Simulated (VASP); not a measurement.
Write the native input for VASP 6.6.1 that does the following.

| Property | Result |
| --- | --- |
| Task | single point |
| Functional | PBE |
| Potentials or basis | VASP PAW PBE potentials, release 64 (Ta_pv, N) |
| Cutoff | 520 eV |
| k mesh | 24 × 24 × 10 |
| Occupations | gaussian, width 0.1 eV |
| Spin | no spin polarisation |
| Dipole correction | no |
| Further INCAR settings | ALGO = Normal; EDIFF = 1e-06; NBANDS = 24 |

The structure of TaN lies in POSCAR:

```
TaN
1.0
    2.8940346236      0.0000000000      0.0000000000
   -1.4470173118      2.5063075035      0.0000000000
    0.0000000000      0.0000000000      6.2697362409
Ta N
2 2
Direct
    0.0000000000      0.0000000000      0.0000000000
    0.0000000000      0.0000000000      0.5000000000
    0.3333333333      0.6666666667      0.2500000000
    0.6666666667      0.3333333333      0.7500000000
```

This cell differs from its parent crystal: uniaxial strain along c: +6.0 %, then relaxed in part.

These files were run (other wordings do the same):

INCAR

```
SYSTEM = TaN
  PREC = Accurate
  ENCUT = 520
  EDIFF = 1E-6
  ISMEAR = 0
  SIGMA = 0.1
  LREAL = .False.
  LASPH = .True.
  NELM = 60
  ALGO = Normal
  ISIF = 2
  LWAVE = .False.
  LCHARG = .False.
  GGA = PE
  NBANDS = 24
```

KPOINTS

```
regular mesh
0
Gamma
  24 24 10
  0 0 0
```

Potentials or basis: VASP PAW PBE potentials, release 64 (Ta_pv, N).

Launch:

```sh
$ cat potpaw_PBE.64/Ta_pv/POTCAR potpaw_PBE.64/N/POTCAR > POTCAR
$ mpirun -np 1 vasp_std > vasp.out
```

Results of the run:

```json
{"Pressure": "-12.8 GPa", "Band gap on the k mesh": "zero (band 16 reaches 7.94 eV, above the bottom of band 17 at 7.09 eV)"}
```

Caveat: the cell differs from its parent crystal (uniaxial strain along c: +6.0 %, then relaxed in part); spin-orbit coupling is left out, which moves the levels of the heavy elements.

Run time: 2.6 min on 1 thread of Intel(R) Xeon(R) 6975P-C (Granite Rapids), with other jobs on the host, peak memory 0.44 GiB.
